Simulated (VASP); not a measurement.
# WS2 in VASP: further runs

WS2 is run at these levels: PBE+D3(BJ); tasks: single point.

Everything below comes from runs of VASP 6.6.1. Logs are shortened: lines on timing, memory, paths and dates and some standing lists are left out, and cuts for length are marked.

**1. The cell of the first run**

The cell holds a slab with vacuum, 3 atoms: a = 3.161 Å, b = 3.161 Å, c = 21.118 Å, α = 90.00°, β = 90.00°, γ = 120.00°.

**2. Single point, PBE+D3(BJ)**

Contents of INCAR:

```
SYSTEM = WS2
PREC = Accurate ; ENCUT = 520
EDIFF = 1E-6 ; ISMEAR = 0
SIGMA = 0.05 ; LREAL = .FALSE.
LASPH = .TRUE. ; NELM = 100
ALGO = Normal ; ISIF = 2
LWAVE = .FALSE. ; LCHARG = .FALSE.
LDIPOL = .TRUE. ; IDIPOL = 3
DIPOL = 0.5 0.5 0.500 ; GGA = PE
IVDW = 12 ; NBANDS = 20
```

Contents of KPOINTS:

```
Automatic mesh
0
G
  12 12 1
  0 0 0
```

Contents of POSCAR:

```
WS2
1.0
    3.1605198601      0.0000000000      0.0000000000
   -1.5802599300      2.7370904880      0.0000000000
    0.0000000000      0.0000000000     21.1181715324
S W
2 1
Direct
    0.3333333333      0.6666666667      0.4253806692
    0.3333333333      0.6666666667      0.5746160796
    0.6666666667      0.3333333333      0.4999980012
```

Potentials or basis: VASP PAW PBE potentials, release 64 (S, W_sv).

On the command line:

```sh
> cat potpaw_PBE.64/S/POTCAR potpaw_PBE.64/W_sv/POTCAR > POTCAR
> mpirun -np 1 vasp_std > vasp.out
```

OUTCAR:

```text
SYSTEM = WS2
   PREC = Accurate
   ENCUT = 520
   EDIFF = 1E-6
   ISMEAR = 0
   LREAL = .FALSE.
   LASPH = .TRUE.
   NELM = 100
   ISIF = 2
   GGA = PE
   IVDW = 12
 IVDW          = 12

 ion  position               nearest neighbor table
   1  0.333  0.667  0.425-   3 2.41   3 2.41   3 2.41
   2  0.333  0.667  0.575-   3 2.41   3 2.41   3 2.41
   3  0.667  0.333  0.500-   1 2.41   1 2.41   1 2.41   2 2.41   2 2.41   2 2.41

  LATTYP: Found a hexagonal cell.
 ALAT       =     3.1605198601
 C/A-ratio  =     6.6818664230

  Lattice vectors:

 A1 = (   3.1605198601,   0.0000000000,   0.0000000000)
 A2 = (  -1.5802599300,   2.7370904880,   0.0000000000)
 A3 = (   0.0000000000,   0.0000000000,  21.1181715324)

Analysis of symmetry for initial positions (statically):
=====================================================================
 Subroutine PRICEL returns:
 Original cell was already a primitive cell.

 Routine SETGRP: Setting up the symmetry group for a
 hexagonal supercell.

 Subroutine GETGRP returns: Found 12 space group operations
 (whereof 12 operations were pure point group operations)
 out of a pool of 24 trial point group operations.

The static configuration has the point symmetry D_3h.

Analysis of symmetry for dynamics (positions and initial velocities):
=====================================================================
 Subroutine PRICEL returns:
 Original cell was already a primitive cell.

 Routine SETGRP: Setting up the symmetry group for a
 hexagonal supercell.

 Subroutine GETGRP returns: Found 12 space group operations
 (whereof 12 operations were pure point group operations)
 out of a pool of 24 trial point group operations.

The dynamic configuration has the point symmetry D_3h.

 Subroutine INISYM returns: Found 12 space group operations
 (whereof 12 operations are pure point group operations),
 and found     1 'primitive' translations

----------------------------------------------------------------------------------------

                                     Primitive cell

  volume of cell :     182.6855

  direct lattice vectors                    reciprocal lattice vectors
     3.160519860  0.000000000  0.000000000     0.316403644  0.182675729  0.000000000
    -1.580259930  2.737090488  0.000000000     0.000000000  0.365351458  0.000000000
     0.000000000  0.000000000 21.118171532     0.000000000  0.000000000  0.047352584

  length of vectors
     3.160519860  3.160519860 21.118171532     0.365351458  0.365351458  0.047352584

  position of ions in fractional coordinates (direct lattice)
     0.333333333  0.666666667  0.425380669
     0.333333333  0.666666667  0.574616080
     0.666666667  0.333333333  0.499998001

  ion indices of the primitive-cell ions
   primitive index   ion index
                 1           1
                 2           2
                 3           3

----------------------------------------------------------------------------------------

 KPOINTS: Automatic mesh

Automatic generation of k-mesh.
 Grid dimensions read from file:
 generate k-points for:   12   12    1

 Generating k-lattice:

  Cartesian coordinates                     Fractional coordinates (reciprocal lattice)
     0.026366970  0.015222977  0.000000000     0.083333333  0.000000000  0.000000000
     0.000000000  0.030445955  0.000000000     0.000000000  0.083333333  0.000000000
     0.000000000  0.000000000  0.047352584     0.000000000  0.000000000  1.000000000

  Length of vectors
     0.030445955  0.030445955  0.047352584

  Shift w.r.t. Gamma in fractional coordinates (k-lattice)
     0.000000000  0.000000000  0.000000000

 Subroutine IBZKPT returns following result:
 ===========================================

 Found     19 irreducible k-points:

 Following reciprocal coordinates:
            Coordinates               Weight
  0.000000  0.000000  0.000000      1.000000
  0.083333  0.000000  0.000000      6.000000
  0.166667  0.000000  0.000000      6.000000
  0.250000  0.000000  0.000000      6.000000
  0.333333  0.000000  0.000000      6.000000
  0.416667  0.000000  0.000000      6.000000
[... 11 lines left out ...]
  0.333333  0.250000  0.000000     12.000000
  0.333333  0.333333  0.000000      2.000000
   k-points           NKPTS =     19   k-points in BZ     NKDIM =     19   number of bands    NBANDS=     20
   number of dos      NEDOS =    301   number of ions     NIONS =      3
   total plane-waves  NPLWV =  92160
   dimension x,y,z NGX =    24 NGY =   24 NGZ =  160
   dimension x,y,z NGXF=    48 NGYF=   48 NGZF=  320
   ions per type =               2   1
   NGX,Y,Z   is equivalent  to a cutoff of  12.62, 12.62, 12.60 a.u.
   NGXF,Y,Z  is equivalent  to a cutoff of  25.25, 25.25, 25.19 a.u.
 SYSTEM =  WS2
   PREC   = accura    normal or accurate (medium, high low for compatibility)
   ISTART =      0    job   : 0-new  1-cont  2-samecut
   ICHARG =      2    charge: 1-file 2-atom 10-const
   ISPIN  =      1    spin polarized calculation?
   LNONCOLLINEAR =      F non collinear calculations
   LSORBIT =      F    spin-orbit coupling
   LASPH  =      T    aspherical Exc in radial PAW
   ENCUT  =  520.0 eV  38.22 Ry    6.18 a.u.   5.88  5.88 39.27*2*pi/ulx,y,z
   NELM   =    100;   NELMIN=  2; NELMDL= -5     # of ELM steps
   EDIFF  = 0.1E-05   stopping-criterion for ELM
   LREAL  =      F    real-space projection
   EDIFFG = 0.1E-04   stopping-criterion for IOM
   NSW    =      0    number of steps for IOM
   IBRION =     -1    ionic relax: 0-MD 1-quasi-New 2-CG
   NFREE  =      0    steps in history (QN), initial steepest desc. (CG)
   ISIF   =      2    stress and relaxation
   ISYM   =      2    0-nonsym 1-usesym 2-fastsym
   POTIM  = 0.5000    time-step for ionic-motion
   TEBEG  =    0.0;   TEEND  =   0.0 temperature during run
   PSTRESS=    0.0 pullay stress
   NELECT =      26.0000    total number of electrons
   NUPDOWN=      -1.0000    fix difference up-down
   EMIN   =  10.00;   EMAX   =-10.00  energy-range for DOS
   EFERMI =   0.00;   METHOD = LEGACY
   ISMEAR =     0;   SIGMA  =   0.05  broadening in eV -4-tet -1-fermi 0-gaus
   EFERMI_NEDOS =   21; number of points for ismear=-14 and -15
   IALGO  =     38    algorithm
   IMIX   =      4    mixing-type and parameters
     AMIX     =   0.40;   BMIX     =  1.00
     AMIX_MAG =   1.60;   BMIX_MAG =  1.00
  volume/ion in A,a.u.               =      60.90       410.94
  Fermi-wavevector in a.u.,A,eV,Ry     =   0.854735  1.615214  9.940025  0.730571
  Thomas-Fermi vector in A             =   1.971376
   LORBIT       =      0    0 simple, 1 ext, 2 COOP (PROOUT), +10 PAW based schemes
   GGA     = PE    functional components
   LHFCALC =     F    Hartree Fock is set to
   AEXX    =    0.0000 exact exchange contribution
   IVDW    =    12    specifies the selected vdW correction
   LEPSILON=     F    determine dielectric tensor
   LRPA    =     F    only Hartree local field effects (RPA)
 non-spin polarized calculation
 Gauss-broadening in eV      SIGMA  =   0.05
  energy-cutoff  :      520.00
  volume of cell :      182.69
 maximum number of plane-waves:      4952
 NGX is ok and might be reduce to    24
   NGX = 11   NGY = 11   NGZ = 79

 number of electron      25.9999998 magnetization

 dipolmoment           0.000000      0.000000      0.000875 electrons x Angstroem

 Free energy of the ion-electron system (eV)
  ---------------------------------------------------
  ext. energy  EPLUGINS =         0.00000000
  ---------------------------------------------------
  free energy    TOTEN  =       -23.66662147 eV

  energy without entropy =      -23.66662147  energy(sigma->0) =      -23.66662147

 E-fermi :  -1.6121     XC(G=0):  -3.6971

 val. band max:       -2.0126909922   @ k =   0.3333   0.3333   0.0000
 cond. band min:      -0.0938147092   @ k =   0.3333   0.3333   0.0000
 fundamental gap:      1.9188762830
 Fermi energy:        -1.6120640562

 k-point     1 :       0.0000    0.0000    0.0000
  band No.  band energies     occupation
      1     -76.0216      2.00000
      2     -40.2721      2.00000
      3     -40.0995      2.00000
      4     -40.0995      2.00000
      5     -16.8318      2.00000
      6     -15.2078      2.00000
[... 12 lines left out ...]
     19       3.3175      0.00000
     20       3.5898      0.00000

 k-point     2 :       0.0833    0.0000    0.0000
  band No.  band energies     occupation
      1     -76.0204      2.00000
      2     -40.2677      2.00000
      3     -40.1240      2.00000
      4     -40.1052      2.00000
      5     -16.7145      2.00000
      6     -15.1637      2.00000
[... 12 lines left out ...]
     19       3.4584      0.00000
     20       3.9144      0.00000

 k-point     3 :       0.1667    0.0000    0.0000
  band No.  band energies     occupation
      1     -76.0170      2.00000
      2     -40.2557      2.00000
      3     -40.1902      2.00000
      4     -40.1206      2.00000
      5     -16.3804      2.00000
      6     -15.0384      2.00000
[... 12 lines left out ...]
     19       3.8649      0.00000
     20       4.4540      0.00000

 k-point     4 :       0.2500    0.0000    0.0000
  band No.  band energies     occupation
      1     -76.0124      2.00000
      2     -40.2795      2.00000
      3     -40.2392      2.00000
      4     -40.1417      2.00000
      5     -15.8830      2.00000
      6     -14.8539      2.00000
[... 12 lines left out ...]
     19       4.4903      0.00000
     20       5.0795      0.00000

 k-point     5 :       0.3333    0.0000    0.0000
  band No.  band energies     occupation
      1     -76.0078      2.00000
      2     -40.3675      2.00000
      3     -40.2227      2.00000
      4     -40.1626      2.00000
      5     -15.3182      2.00000
      6     -14.6504      2.00000
[... 12 lines left out ...]
     19       5.1708      0.00000
     20       5.2894      0.00000

 k-point     6 :       0.4167    0.0000    0.0000
  band No.  band energies     occupation
      1     -76.0044      2.00000
      2     -40.4311      2.00000
      3     -40.2106      2.00000
      4     -40.1779      2.00000
      5     -14.8393      2.00000
      6     -14.4862      2.00000
[... 12 lines left out ...]
     19       5.5132      0.00000
     20       5.6038      0.00000

 k-point     7 :       0.5000    0.0000    0.0000
  band No.  band energies     occupation
      1     -76.0032      2.00000
      2     -40.4542      2.00000
      3     -40.2061      2.00000
      4     -40.1835      2.00000
      5     -14.6438      2.00000
      6     -14.4221      2.00000
[... 12 lines left out ...]
     19       5.6347      0.00000
     20       5.8536      0.00000
[... 162 lines left out ...]
 k-point    15 :       0.3333    0.1667    0.0000
  band No.  band energies     occupation
      1     -76.0032      2.00000
      2     -40.4100      2.00000
      3     -40.2295      2.00000
      4     -40.2062      2.00000
      5     -14.6688      2.00000
      6     -14.4030      2.00000
[... 12 lines left out ...]
     19       6.2025      0.00000
     20       6.4336      0.00000

 k-point    16 :       0.4167    0.1667    0.0000
  band No.  band energies     occupation
      1     -76.0021      2.00000
      2     -40.4253      2.00000
      3     -40.2392      2.00000
      4     -40.2023      2.00000
      5     -14.4967      2.00000
      6     -14.3413      2.00000
[... 12 lines left out ...]
     19       6.5855      0.00000
     20       7.1594      0.00000

 k-point    17 :       0.2500    0.2500    0.0000
  band No.  band energies     occupation
      1     -76.0032      2.00000
      2     -40.3889      2.00000
      3     -40.2511      2.00000
      4     -40.2062      2.00000
      5     -14.6769      2.00000
      6     -14.3965      2.00000
[... 12 lines left out ...]
     19       6.0216      0.00000
     20       6.4470      0.00000

 k-point    18 :       0.3333    0.2500    0.0000
  band No.  band energies     occupation
      1     -76.0015      2.00000
      2     -40.3931      2.00000
      3     -40.2869      2.00000
      4     -40.2001      2.00000
      5     -14.4116      2.00000
      6     -14.2916      2.00000
[... 12 lines left out ...]
     19       5.7635      0.00000
     20       7.1137      0.00000

 k-point    19 :       0.3333    0.3333    0.0000
  band No.  band energies     occupation
      1     -76.0009      2.00000
      2     -40.3645      2.00000
      3     -40.3303      2.00000
      4     -40.1979      2.00000
      5     -14.3152      2.00000
      6     -14.2471      2.00000
[... 12 lines left out ...]
     19       5.1423      0.00000
     20       7.3232      0.00000

------------------------ aborting loop because EDIFF is reached ----------------------------------------

 vacuum level on the upper side and lower side of the slab       (xc-potential included)        -0.211        -0.228

 Edisp (eV)   -0.93005

 E8    (eV) :    -0.4181

  FORCE on cell =-STRESS in cart. coord.  units (eV):
  Direction    XX          YY          ZZ          XY          YZ          ZX
  --------------------------------------------------------------------------------------
  -------------------------------------------------------------------------------------
  Total      -0.04666    -0.04666    -0.02917    -0.00000    -0.00000     0.00000
  in kB      -0.40921    -0.40921    -0.25579    -0.00000    -0.00000     0.00000
  external pressure =       -0.36 kB  Pullay stress =        0.00 kB

 VOLUME and BASIS-vectors are now :
 -----------------------------------------------------------------------------
  energy-cutoff  :      520.00
  volume of cell :      182.69
      direct lattice vectors                 reciprocal lattice vectors
     3.160519860  0.000000000  0.000000000     0.316403644  0.182675729  0.000000000
    -1.580259930  2.737090488  0.000000000     0.000000000  0.365351458  0.000000000
     0.000000000  0.000000000 21.118171532     0.000000000  0.000000000  0.047352584

 POSITION                                       TOTAL-FORCE (eV/Angst)
 -----------------------------------------------------------------------------------
     -0.00000      1.82473      8.98326         0.000000      0.000000     -0.001320
     -0.00000      1.82473     12.13484        -0.000000      0.000000      0.001320
      1.58026      0.91236     10.55904         0.000000      0.000000      0.000000
 -----------------------------------------------------------------------------------
    total drift:                                0.000000     -0.000000      0.168522

  FREE ENERGIE OF THE ION-ELECTRON SYSTEM (eV)
  ---------------------------------------------------
  free  energy   TOTEN  =       -24.5966721168 eV

  energy  without entropy=      -24.5966721168  energy(sigma->0) =      -24.59667212

 vacuum level on the upper side and lower side of the slab         3.471         3.453
```

It took 77 s on 1 thread of Intel Xeon Platinum 8259CL at 2.50GHz (Skylake/Cascade Lake), shared host; peak memory 0.31 GiB.

What came out:

```
Free energy                : -24.5967 eV
Band gap on the k mesh     : 1.92 eV, direct
Dispersion energy per atom : -0.310 eV
```

Caveat: spin-orbit coupling is left out, which moves the levels of the heavy elements.

**3. Single point, PBE+D3(BJ)**

This run uses another cell than the first one, of 61.77 Å³/atom, 1.014 times its volume.

Contents of INCAR:

```
SYSTEM = WS2
  PREC = Accurate
  ENCUT = 520
  EDIFF = 1E-6
  ISMEAR = 0
  SIGMA = 0.05
  LREAL = .FALSE.
  LASPH = .TRUE.
  NELM = 60
  ALGO = Normal
  ISIF = 2
  LWAVE = .FALSE.
  LCHARG = .FALSE.
  LDIPOL = .TRUE.
  IDIPOL = 3
  DIPOL = 0.5 0.5 0.500
  GGA = PE
  IVDW = 12
  NBANDS = 20
```

KPOINTS is that of step 2.

Contents of POSCAR:

```
WS2
1.0
    3.1832085600      0.0000000000      0.0000000000
   -1.5916042800      2.7567394800      0.0000000000
    0.0000000000      0.0000000000     21.1181715324
S W
2 1
Direct
    0.3333333300      0.6666666600      0.4261732597
    0.3333333300      0.6666666600      0.5738267403
    0.6666666700      0.3333333400      0.4999947500
```

Potentials or basis: VASP PAW PBE potentials, release 64 (S, W_sv).

On the command line:

```sh
> cat potpaw_PBE.64/S/POTCAR potpaw_PBE.64/W_sv/POTCAR > POTCAR
> mpirun -np 1 vasp_std > vasp.out
```

Wall time 95 s (1 thread of Intel Xeon Platinum 8259CL at 2.50GHz (Skylake/Cascade Lake), shared host); peak memory 0.32 GiB.

The run converged. Its results:

* Free energy: -24.5898 eV
* Largest force: 0.176 eV/Å
* Band gap on the k mesh: 1.80 eV, direct
* Dispersion energy per atom: -0.306 eV

Forces on the atoms (eV/Å):
```
S    0.000  0.000 -0.176
S    0.000  0.000  0.172
W    0.000  0.000  0.004
```

Levels at points of the mesh, in eV from the valence-band top:
| k point | band 10 | band 11 | band 12 | band 13 | band 14 | band 15 | band 16 | band 17 |
| --- | --- | --- | --- | --- | --- | --- | --- | --- |
| (0.00, 0.00, 0.00) | -2.08 | -1.65 | -1.65 | 0.00 | 2.90 | 2.90 | 3.08 | 3.08 |
| (0.50, 0.00, 0.00) | -3.44 | -2.11 | -1.30 | -0.92 | 2.85 | 3.32 | 4.09 | 4.78 |

Caveat: spin-orbit coupling is left out, which moves the levels of the heavy elements.
